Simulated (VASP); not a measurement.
Runs of VASP 6.6.1 on Cu. The structure is that of space group P6_3/mmc (No. 194), or close to it. The cells are those of the table. 

| cell | gap on the mesh (eV) | pressure (GPa) |
| --- | --- | --- |
| a = 2.665, b = 2.665, c = 4.362 Å, angles 90.0, 90.0, 120.0°, 2 atoms | none | -7.3 |
| a = 2.489, b = 2.489, c = 4.074 Å, angles 90.0, 90.0, 120.0°, 2 atoms | none | 22.2 |
| a = 2.562, b = 2.562, c = 4.194 Å, angles 90.0, 90.0, 120.0°, 2 atoms | none | 6.3 |
| a = 2.697, b = 2.697, c = 4.415 Å, angles 90.0, 90.0, 120.0°, 2 atoms | none | (b) |
| a = 2.526, b = 2.526, c = 4.135 Å, angles 90.0, 90.0, 120.0°, 2 atoms | none | (a) |

Alike in all rows: task single point; level RPBE; potentials or basis VASP PAW PBE potentials, release 64 (Cu); no spin polarisation; k mesh 16 × 16 × 8; cutoff (eV) 520; smearing fermi-dirac 0.1 eV.

Fill in the values left out.

(a) 13.2; (b) -9.9.

Caveats: the PAW data sets were made with another functional, which shifts forces and pressure a little.

A gap of «none» marks levels without a gap at the run's occupations.
